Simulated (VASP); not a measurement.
Write the native input for VASP 6.6.1 that does the following.

- Task: single point
- Functional: r2SCAN
- Dispersion: D3(BJ)
- Potentials or basis: VASP PAW PBE potentials, release 64 (C, O)
- Cutoff: 520 eV
- k mesh: 6 × 6 × 4
- Occupations: gaussian, width 0.1 eV
- Spin: no spin polarisation
- Dipole correction: no
- Further INCAR settings: ALGO = Normal; EDIFF = 1e-07; NBANDS = 25

CO2:

```
C O
1.0
     2.35596   -2.16139    0.00000
     2.35596    2.16139    0.00000
     0.00000    0.00000    5.98080
C O
2 4
Cartesian
  0.0000 0.0000 0.0000
  2.3560 0.0000 2.9904
  2.3560 -1.2352 5.2903
  2.3560 1.2352 0.6905
  2.3560 -0.9262 2.2999
  2.3560 0.9262 3.6809
```

One way to write it, as run:

POSCAR

```
CO2
1.0
    2.3559647501     -2.1613870538      0.0000000000
    2.3559647501      2.1613870538      0.0000000000
    0.0000000000      0.0000000000      5.9808021343
C O
2 4
Direct
    0.0000000000      0.0000000000      0.0000000000
    0.5000000000      0.5000000000      0.5000000000
    0.7857354635      0.2142645365      0.8845497083
    0.2142645365      0.7857354635      0.1154502917
    0.7142645365      0.2857354635      0.3845497083
    0.2857354635      0.7142645365      0.6154502917
```

INCAR.step1

```
SYSTEM = CO2
PREC = Accurate
ENCUT = 520
ISMEAR = 0
SIGMA = 0.1
LREAL = .False.
LASPH = .True.
NELM = 100
NBANDS = 25
GGA = PE
ALGO = Normal
EDIFF = 1E-4
LWAVE = .True.
LCHARG = .False.
```

INCAR.step2

```
SYSTEM = CO2
PREC = Accurate
ENCUT = 520
EDIFF = 1E-7
ISMEAR = 0
SIGMA = 0.1
LREAL = .False.
LASPH = .True.
NELM = 100
ALGO = Normal
ISIF = 2
LWAVE = .False.
LCHARG = .True.
METAGGA = R2SCAN
LMIXTAU = .True.
IVDW = 12
VDW_S6 = 1.0
VDW_S8 = 0.78981345
VDW_A1 = 0.49484001
VDW_A2 = 5.73083694
LELF = .True.
LVHAR = .True.
NBANDS = 25
ISTART = 1
```

KPOINTS

```
Automatic mesh
0
Gamma
  6 6 4
  0 0 0
```

Potentials or basis: VASP PAW PBE potentials, release 64 (C, O).

Command:

```sh
$ cat potpaw_PBE.64/C/POTCAR potpaw_PBE.64/O/POTCAR > POTCAR
$ cp INCAR.step1 INCAR
$ mpirun -np 1 vasp_std > vasp.out
$ cp INCAR.step2 INCAR
$ mpirun -np 1 vasp_std > vasp.out
```

It gave:

```yaml
Pressure: 11.9 GPa
Largest_force: 0.826 eV/Å
Band_gap_on_the_k_mesh: 6.77 eV, indirect (least direct gap 7.82 eV)
Dispersion_energy_per_atom: -0.051 eV
```

Caveat: the PAW data sets were made with another functional, which shifts forces and pressure a little.

It took 67 s on 1 thread of Intel(R) Xeon(R) 6975P-C (Granite Rapids), on a shared host, peak memory 0.19 GiB.
